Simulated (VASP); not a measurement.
Here is a VASP 6.6.1 calculation.

The input INCAR:

```
SYSTEM = N
  PREC = Accurate
  ENCUT = 520
  EDIFF = 1E-7
  ISMEAR = 0
  SIGMA = 0.05
  LREAL = .False.
  LASPH = .True.
  NELM = 80
  ALGO = Normal
  ISIF = 2
  LWAVE = .False.
  LCHARG = .False.
  GGA = PS
  NBANDS = 18
```

The input KPOINTS:

```
Automatic mesh
0
Gamma
  6 6 4
  0 0 0
```

The input POSCAR:

```
N
1.0
    4.1672328106      0.0000000000      0.0000000000
   -2.0836164053      3.6089294775      0.0000000000
    0.0000000000      0.0000000000      7.0060035100
N
4
Direct
    0.3956786913      0.7913573825      0.2646994127
    0.3333333333      0.6666666667      0.1710699600
    0.6666666667      0.3333333333      0.8289300400
    0.6666666667      0.3333333333      0.6710699600
```

Potentials or basis: VASP PAW PBE potentials, release 64 (N).

Run with:

```sh
$ cat potpaw_PBE.64/N/POTCAR > POTCAR
$ mpirun -np 1 vasp_std > vasp.out
```

(1) Predict the largest force.

(2) What does it give for the band gap on the k mesh?

(3) Predict the pressure.

Results:

(1) 159.327 eV/Å.

(2) 7.32 eV, indirect (least direct gap 7.35 eV).

(3) 63.4 GPa.

Caveat: the cell differs from its parent crystal (atom 1 (N) moved by (+0.450, -0.450) A along y and z); the standard files for N, O and F lose accuracy on very short bonds; the PAW data sets were made with another functional, which shifts forces and pressure a little.
